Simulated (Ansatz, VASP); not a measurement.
# One calculation of MgS, two programs

```xyz
2
Lattice="0.0000 2.7969 2.7969 2.7969 0.0000 2.7969 2.7969 2.7969 0.0000" Properties=species:S:1:pos:R:3 pbc="T T T"
Mg    0.0000    0.0000    0.0000
S     1.3985    1.3985    1.3985
```

Alike in both runs: functional LDA; k mesh 6 × 6 × 6; occupations gaussian, width 0.02 eV; no spin polarisation.

Ansatz relaxed the structure, and its values are those at the end. VASP's run is a single point on that final structure, the one shown.

|  | VASP | Ansatz |
| --- | --- | --- |
| version | VASP 6.6.1 | Ansatz 0.2.0 |
| potentials or method | VASP PAW LDA potentials, release 64 (Mg, S), cutoff 600 eV | scalar-relativistic, plane waves, PAW |
| valence electrons in the cell | 8 | 16 |

VASP gave:

| Property | Result |
| --- | --- |
| gap on the k mesh at the Fermi level (eV) | 3.38 |
| least direct gap on the mesh (eV) | 3.38 |
| pressure (GPa) | -0.3 |

Problem. Which values does Ansatz return?

Solution. gap on the k mesh at the Fermi level (eV): 3.36; least direct gap on the mesh (eV): 3.36; pressure (GPa): 0.0.

Ansatz warns that its potentials were made for another functional, while VASP's fit it. LDA's correlation is that of Perdew and Zunger in VASP and of Perdew and Wang (1992) in Ansatz. VASP's potentials hold 8 valence electrons a cell and Ansatz's 16, so a difference there can come from the potentials and not from the codes.
